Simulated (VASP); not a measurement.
# AlNi3 (I4/mmm) in VASP: a series of runs

Runs on AlNi3. Level: r2SCAN. Tasks: single point.

Everything below comes from runs of VASP 6.6.1. Logs are shortened: lines on timing, memory, paths and dates and some standing lists are left out, and cuts for length are marked.

### Step 1. The cell of the first run

The structure is tetragonal, space group I4/mmm (No. 139). The conventional cell has a = 3.645 Å, b = 3.645 Å, c = 5.604 Å, α = 90.00°, β = 90.00°, γ = 90.00°. Al (site symmetry 4/mmm) has 14 Ni at 2.30 to 2.80 Å within 3.0 Å. Within 3.0 Å of Ni (site symmetry -4m2) lie 4 Al at 2.30 Å and 10 Ni at 2.30 to 2.80 Å. Within 3.0 Å of Ni (site symmetry 4/mmm) lie 8 Ni at 2.30 Å and 6 Al at 2.58 to 2.80 Å.

### Step 2. Single point, r2SCAN (strain -0.080 along x and y, +0.000 along z)

Input file POSCAR:

```
AlNi3
1.0
    0.0000000000      2.5777376547      2.8018887551
    2.5777376547      0.0000000000      2.8018887551
    2.5777376547      2.5777376547      0.0000000000
Al Ni
1 3
Direct
    0.5000000000      0.5000000000      0.5000000000
    0.2500000000      0.2500000000      0.2500000000
    0.0000000000      0.0000000000      0.0000000000
    0.7500000000      0.7500000000      0.7500000000
```

Input file INCAR.step1:

```
  ALGO = Normal
  EDIFF = 1E-4
  ENCUT = 520
  GGA = PE
  ISMEAR = 0
  LASPH = True
  LCHARG = False
  LREAL = False
  LWAVE = True
  NBANDS = 24
  NELM = 100
  PREC = Accurate
  SIGMA = 0.15
```

Input file INCAR.step2:

```
  ALGO = Normal
  EDIFF = 1E-6
  ENCUT = 520
  ISIF = 2
  ISMEAR = 0
  ISTART = 1
  LASPH = True
  LCHARG = False
  LMIXTAU = True
  LREAL = False
  LWAVE = False
  METAGGA = R2SCAN
  NBANDS = 24
  NELM = 100
  PREC = Accurate
  SIGMA = 0.15
```

Input file KPOINTS:

```
k-points
0
Gamma
  14 14 14
```

Potentials or basis: VASP PAW PBE potentials, release 64 (Al, Ni).

Command:

```console
> cat potpaw_PBE.64/Al/POTCAR potpaw_PBE.64/Ni/POTCAR > POTCAR
> cp INCAR.step1 INCAR
> mpirun -np 1 vasp_std > vasp.out
> cp INCAR.step2 INCAR
> mpirun -np 1 vasp_std > vasp.out
```

OUTCAR:

```text
EDIFF = 1E-6
   ENCUT = 520
   ISIF = 2
   ISMEAR = 0
   ISTART = 1
   LASPH = True
   LREAL = False
   METAGGA = R2SCAN
   NELM = 100
   PREC = Accurate

 ion  position               nearest neighbor table
   1  0.500  0.500  0.500-   2 2.30   2 2.30   2 2.30   2 2.30   4 2.30   4 2.30   4 2.30   4 2.30
                             3 2.58   3 2.58   3 2.58   3 2.58   3 2.80   3 2.80
   2  0.250  0.250  0.250-   3 2.30   3 2.30   3 2.30   1 2.30   3 2.30   1 2.30   1 2.30   1 2.30
                             4 2.58   4 2.58   4 2.58   4 2.58   4 2.80   4 2.80
   3  0.000  0.000  0.000-   4 2.30   4 2.30   4 2.30   2 2.30   4 2.30   2 2.30   2 2.30   2 2.30
                             1 2.58   1 2.58   1 2.58   1 2.58   1 2.80   1 2.80
   4  0.750  0.750  0.750-   1 2.30   1 2.30   1 2.30   1 2.30   3 2.30   3 2.30   3 2.30   3 2.30
                             2 2.58   2 2.58   2 2.58   2 2.58   2 2.80   2 2.80

  LATTYP: Found a body centered tetragonal cell.
 ALAT       =     3.6454715515
 C/A-ratio  =     1.5371886547

  Lattice vectors:

 A1 = (  -2.5777376547,   0.0000000000,   2.8018887551)
 A2 = (   2.5777376547,   0.0000000000,   2.8018887551)
 A3 = (   0.0000000000,   2.5777376547,  -2.8018887551)

Analysis of symmetry for initial positions (statically):
=====================================================================
 Subroutine PRICEL returns:
 Original cell was already a primitive cell.

 Routine SETGRP: Setting up the symmetry group for a
 body centered tetragonal supercell.

 Subroutine GETGRP returns: Found 16 space group operations
 (whereof 16 operations were pure point group operations)
 out of a pool of 16 trial point group operations.

The static configuration has the point symmetry D_4h.

Analysis of symmetry for dynamics (positions and initial velocities):
=====================================================================
 Subroutine PRICEL returns:
 Original cell was already a primitive cell.

 Routine SETGRP: Setting up the symmetry group for a
 body centered tetragonal supercell.

 Subroutine GETGRP returns: Found 16 space group operations
 (whereof 16 operations were pure point group operations)
 out of a pool of 16 trial point group operations.

The dynamic configuration has the point symmetry D_4h.

 Subroutine INISYM returns: Found 16 space group operations
 (whereof 16 operations are pure point group operations),
 and found     1 'primitive' translations

----------------------------------------------------------------------------------------

                                     Primitive cell

  volume of cell :      37.2356

  direct lattice vectors                    reciprocal lattice vectors
     0.000000000  2.577737655  2.801888755    -0.193968536  0.193968536  0.178451053
     2.577737655  0.000000000  2.801888755     0.193968536 -0.193968536  0.178451053
     2.577737655  2.577737655  0.000000000     0.193968536  0.193968536 -0.178451053

  length of vectors
     3.807270940  3.807270940  3.645471552     0.327249698  0.327249698  0.327249698

  position of ions in fractional coordinates (direct lattice)
     0.500000000  0.500000000  0.500000000
     0.250000000  0.250000000  0.250000000
     0.000000000  0.000000000  0.000000000
     0.750000000  0.750000000  0.750000000

  ion indices of the primitive-cell ions
   primitive index   ion index
                 1           1
                 2           2
                 3           3
                 4           4

----------------------------------------------------------------------------------------

 KPOINTS: k-points

Automatic generation of k-mesh.
 Grid dimensions read from file:
 generate k-points for:   14   14   14

 Generating k-lattice:

  Cartesian coordinates                     Fractional coordinates (reciprocal lattice)
    -0.013854895  0.013854895  0.012746504     0.071428571  0.000000000  0.000000000
     0.013854895 -0.013854895  0.012746504     0.000000000  0.071428571  0.000000000
     0.013854895  0.013854895 -0.012746504     0.000000000  0.000000000  0.071428571

  Length of vectors
     0.023374978  0.023374978  0.023374978

  Shift w.r.t. Gamma in fractional coordinates (k-lattice)
     0.000000000  0.000000000  0.000000000

 Subroutine IBZKPT returns following result:
 ===========================================

 Found    244 irreducible k-points:

 Following reciprocal coordinates:
            Coordinates               Weight
  0.000000  0.000000  0.000000      1.000000
  0.071429 -0.000000  0.000000      8.000000
  0.142857 -0.000000  0.000000      8.000000
  0.214286 -0.000000  0.000000      8.000000
  0.285714 -0.000000  0.000000      8.000000
  0.357143 -0.000000  0.000000      8.000000
[... 16 lines left out ...]
  0.214286  0.142857  0.000000      8.000000
  0.285714  0.142857  0.000000      8.000000
 [... further k-points ...]
   k-points           NKPTS =    244   k-points in BZ     NKDIM =    244   number of bands    NBANDS=     24
   number of dos      NEDOS =    301   number of ions     NIONS =      4
   total plane-waves  NPLWV =  21952
   dimension x,y,z NGX =    28 NGY =   28 NGZ =   28
   dimension x,y,z NGXF=    56 NGYF=   56 NGZF=   56
   ions per type =               1   3
   NGX,Y,Z   is equivalent  to a cutoff of  12.23, 12.23, 12.77 a.u.
   NGXF,Y,Z  is equivalent  to a cutoff of  24.45, 24.45, 25.54 a.u.
 SYSTEM =  unknown system
   PREC   = accura    normal or accurate (medium, high low for compatibility)
   ISTART =      1    job   : 0-new  1-cont  2-samecut
   ICHARG =      0    charge: 1-file 2-atom 10-const
   ISPIN  =      1    spin polarized calculation?
   LNONCOLLINEAR =      F non collinear calculations
   LSORBIT =      F    spin-orbit coupling
   LASPH  =      T    aspherical Exc in radial PAW
   ENCUT  =  520.0 eV  38.22 Ry    6.18 a.u.   7.08  7.08  6.78*2*pi/ulx,y,z
   NELM   =    100;   NELMIN=  2; NELMDL=  0     # of ELM steps
   EDIFF  = 0.1E-05   stopping-criterion for ELM
   LREAL  =      F    real-space projection
   EDIFFG = 0.1E-04   stopping-criterion for IOM
   NSW    =      0    number of steps for IOM
   IBRION =     -1    ionic relax: 0-MD 1-quasi-New 2-CG
   NFREE  =      0    steps in history (QN), initial steepest desc. (CG)
   ISIF   =      2    stress and relaxation
   ISYM   =      2    0-nonsym 1-usesym 2-fastsym
   POTIM  = 0.5000    time-step for ionic-motion
   TEBEG  =    0.0;   TEEND  =   0.0 temperature during run
   PSTRESS=    0.0 pullay stress
   NELECT =      33.0000    total number of electrons
   NUPDOWN=      -1.0000    fix difference up-down
   EMIN   =  10.00;   EMAX   =-10.00  energy-range for DOS
   EFERMI =   0.00;   METHOD = LEGACY
   ISMEAR =     0;   SIGMA  =   0.15  broadening in eV -4-tet -1-fermi 0-gaus
   EFERMI_NEDOS =   21; number of points for ismear=-14 and -15
   IALGO  =     38    algorithm
   IMIX   =      4    mixing-type and parameters
     AMIX     =   0.40;   BMIX     =  1.00
     AMIX_MAG =   1.60;   BMIX_MAG =  1.00
  volume/ion in A,a.u.               =       9.31        62.82
  Fermi-wavevector in a.u.,A,eV,Ry     =   1.572510  2.971613 33.644312  2.472787
  Thomas-Fermi vector in A             =   2.673933
   LORBIT       =      0    0 simple, 1 ext, 2 COOP (PROOUT), +10 PAW based schemes
   METAGGA = R2SCAN    functional components
   LHFCALC =     F    Hartree Fock is set to
   AEXX    =    0.0000 exact exchange contribution
   IVDW    =     0    specifies the selected vdW correction
   LEPSILON=     F    determine dielectric tensor
   LRPA    =     F    only Hartree local field effects (RPA)
 non-spin polarized calculation
 Gauss-broadening in eV      SIGMA  =   0.15
  energy-cutoff  :      520.00
  volume of cell :       37.24
 maximum number of plane-waves:      1028
   NGX = 15   NGY = 15   NGZ = 13

 number of electron      32.9999992 magnetization

 Free energy of the ion-electron system (eV)
  ---------------------------------------------------
  ext. energy  EPLUGINS =         0.00000000
  ---------------------------------------------------
  free energy    TOTEN  =       -43.17854158 eV

  energy without entropy =      -43.15512624  energy(sigma->0) =      -43.16683391

 E-fermi :  12.2771     XC(G=0): -14.9313

 val. band max:       12.2746033922   @ k =   0.4286   0.3571   0.0000
 cond. band min:      12.2830786040   @ k =  -0.2857   0.4286   0.2143
 fundamental gap:      0.0084752118
 Fermi energy:        12.2770771848

 k-point     1 :       0.0000    0.0000    0.0000
  band No.  band energies     occupation
      1       0.3556      2.00000
      2       7.3584      2.00000
      3       7.5917      2.00000
      4       7.6482      2.00000
      5       7.8807      2.00000
      6       7.8807      2.00000
[... 16 lines left out ...]
     23      21.5174      0.00000
     24      22.3174      0.00000

 k-point     2 :       0.0714   -0.0000    0.0000
  band No.  band energies     occupation
      1       0.4459      2.00000
      2       7.3435      2.00000
      3       7.5663      2.00000
      4       7.6855      2.00000
      5       7.8730      2.00000
      6       7.9553      2.00000
[... 16 lines left out ...]
     23      21.6137      0.00000
     24      22.7342      0.00000

 k-point     3 :       0.1429   -0.0000    0.0000
  band No.  band energies     occupation
      1       0.7147      2.00000
      2       7.3321      2.00000
      3       7.5425      2.00000
      4       7.6406      2.00000
      5       7.9686      2.00000
      6       8.1193      2.00000
[... 16 lines left out ...]
     23      21.9020      0.00000
     24      22.4238      0.00000
[... 514 lines left out ...]
 k-point    23 :       0.2143    0.1429    0.0000
  band No.  band energies     occupation
      1       1.0794      2.00000
      2       6.8462      2.00000
      3       7.8144      2.00000
      4       7.8182      2.00000
      5       8.1216      2.00000
      6       8.1276      2.00000
[... 16 lines left out ...]
     23      21.8637      0.00000
     24      24.3853      0.00000

 k-point    24 :       0.2857    0.1429    0.0000
  band No.  band energies     occupation
      1       1.5438      2.00000
      2       6.7423      2.00000
      3       7.7042      2.00000
      4       7.8668      2.00000
      5       8.2477      2.00000
      6       8.2812      2.00000
[... 16 lines left out ...]
     23      22.0734      0.00000
     24      24.4165      0.00000

 [... further k-points ...]

------------------------ aborting loop because EDIFF is reached ----------------------------------------

  FORCE on cell =-STRESS in cart. coord.  units (eV):
  Direction    XX          YY          ZZ          XY          YZ          ZX
  --------------------------------------------------------------------------------------
  -------------------------------------------------------------------------------------
  Total       11.2289017     11.2289017     11.6856245      0.0000000      0.0000000     -0.0000000
  in kB      483.1584133    483.1584133    502.8103338      0.0000000      0.0000000     -0.0000000
  external PRESSURE =     489.7090534 kB  Pullay stress =       0.0000000 kB

 VOLUME and BASIS-vectors are now :
 -----------------------------------------------------------------------------
  energy-cutoff  :      520.00
  volume of cell :       37.24
      direct lattice vectors                 reciprocal lattice vectors
     0.000000000  2.577737655  2.801888755    -0.193968536  0.193968536  0.178451053
     2.577737655  0.000000000  2.801888755     0.193968536 -0.193968536  0.178451053
     2.577737655  2.577737655  0.000000000     0.193968536  0.193968536 -0.178451053

 POSITION                                       TOTAL-FORCE (eV/Angst)
 -----------------------------------------------------------------------------------
      2.57774      2.57774      2.80189         0.000000      0.000000     -0.000000
      1.28887      1.28887      1.40094        -0.000000     -0.000000      0.000000
      0.00000      0.00000      0.00000         0.000000      0.000000     -0.000000
      3.86661      3.86661      4.20283        -0.000000      0.000000     -0.000000
 -----------------------------------------------------------------------------------
    total drift:                                0.000000     -0.000000      0.000000

  FREE ENERGIE OF THE ION-ELECTRON SYSTEM (eV)
  ---------------------------------------------------
  free  energy   TOTEN  =       -43.1785415787 eV

  energy  without entropy=      -43.1551262391  energy(sigma->0) =      -43.16683391
```

It took 17 min on 1 thread of Intel Xeon Platinum 8259CL at 2.50GHz (Skylake/Cascade Lake), shared host; peak memory 0.31 GiB.

What came out:

```yaml
Free_energy: -43.1785 eV
Pressure: 49.0 GPa
Band_gap_on_the_k_mesh: zero (an odd number of electrons rules out a gap without spin polarisation)
```

Levels at points of the mesh, in eV from the Fermi level:
```
           k point  band 13  band 14  band 15  band 16  band 17  band 18  band 19  band 20
(0.00, 0.00, 0.00)    -0.92    -0.84    -0.63    -0.51     6.22     6.22     6.37     6.43
(0.50, 0.00, 0.00)    -0.94    -0.86    -0.83    -0.43    -0.12     4.33     5.37     5.44
(0.50, 0.50, 0.00)    -1.08    -0.63    -0.55    -0.53    -0.52    -0.33    -0.33     6.01
(0.50, 0.00, 0.50)    -1.40    -1.25    -0.65    -0.64    -0.50    -0.41     0.37     5.15
```

Caveat: the cell differs from its parent crystal (strain -0.080 along x and y, +0.000 along z); the cell stands under pressure; the PAW data sets were made with another functional, which shifts forces and pressure a little.

### Step 3. Single point, r2SCAN (strain -0.080 along x and y, +0.040 along z)

Edit POSCAR of step 2 so:

```diff
@@ -2,4 +2,4 @@
 1.0
-    0.0000000000      2.5777376547      2.8018887551
-    2.5777376547      0.0000000000      2.8018887551
+    0.0000000000      2.5777376547      2.9139643053
+    2.5777376547      0.0000000000      2.9139643053
     2.5777376547      2.5777376547      0.0000000000
```

Input file INCAR.step1:

```
PREC     = Accurate       # precision mode
ENCUT    = 520            # plane-wave cutoff, eV
ISMEAR   = 0              # smearing method
SIGMA    = 0.15           # smearing width, eV
LREAL    = False          # projectors in reciprocal space
LASPH    = True           # aspherical terms in the spheres
NELM     = 60             # most SCF steps
NBANDS   = 24             # bands
GGA      = PE             # functional
ALGO     = Normal         # electronic algorithm
EDIFF    = 1E-4           # SCF threshold, eV
LWAVE    = True           # write WAVECAR
LCHARG   = False          # write CHGCAR
```

Input file INCAR.step2:

```
PREC     = Accurate       # precision mode
ENCUT    = 520            # plane-wave cutoff, eV
EDIFF    = 1E-6           # SCF threshold, eV
ISMEAR   = 0              # smearing method
SIGMA    = 0.15           # smearing width, eV
LREAL    = False          # projectors in reciprocal space
LASPH    = True           # aspherical terms in the spheres
NELM     = 60             # most SCF steps
ALGO     = Normal         # electronic algorithm
ISIF     = 2              # what is computed and relaxed
LWAVE    = False          # write WAVECAR
LCHARG   = False          # write CHGCAR
METAGGA  = R2SCAN         # meta-GGA
LMIXTAU  = True         
NBANDS   = 24             # bands
ISTART   = 1
```

Input file KPOINTS:

```
regular mesh
0
Gamma
  14 14 14
```

Potentials or basis: VASP PAW PBE potentials, release 64 (Al, Ni).

Command:

```console
> cat potpaw_PBE.64/Al/POTCAR potpaw_PBE.64/Ni/POTCAR > POTCAR
> cp INCAR.step1 INCAR
> mpirun -np 1 vasp_std > vasp.out
> cp INCAR.step2 INCAR
> mpirun -np 1 vasp_std > vasp.out
```

It took 22 min on 1 thread of Intel Xeon Platinum 8259CL at 2.50GHz (Skylake/Cascade Lake), shared host; peak memory 0.31 GiB.

It converged, with:

| Item | Value |
| --- | --- |
| Free energy | -43.5779 eV |
| Pressure | 34.4 GPa |
| Band gap on the k mesh | zero (an odd number of electrons rules out a gap without spin polarisation) |

Stress tensor (GPa, compression positive):
```
33.58  0.00  0.00
 0.00 33.58  0.00
 0.00  0.00 36.03
```

Levels at points of the mesh, in eV from the Fermi level:
```csv
k point,band 13,band 14,band 15,band 16,band 17,band 18,band 19,band 20
"(0.00, 0.00, 0.00)",-0.96,-0.86,-0.60,-0.38,5.44,6.10,6.10,6.40
"(0.50, 0.00, 0.00)",-0.93,-0.89,-0.86,-0.34,-0.08,3.87,4.91,5.56
"(0.50, 0.50, 0.00)",-0.76,-0.76,-0.54,-0.49,-0.39,-0.27,-0.27,6.08
"(0.50, 0.00, 0.50)",-1.35,-1.30,-0.71,-0.53,-0.50,-0.39,0.50,4.89
```

Caveat: the cell differs from its parent crystal (strain -0.080 along x and y, +0.040 along z); the cell stands under pressure; the PAW data sets were made with another functional, which shifts forces and pressure a little.
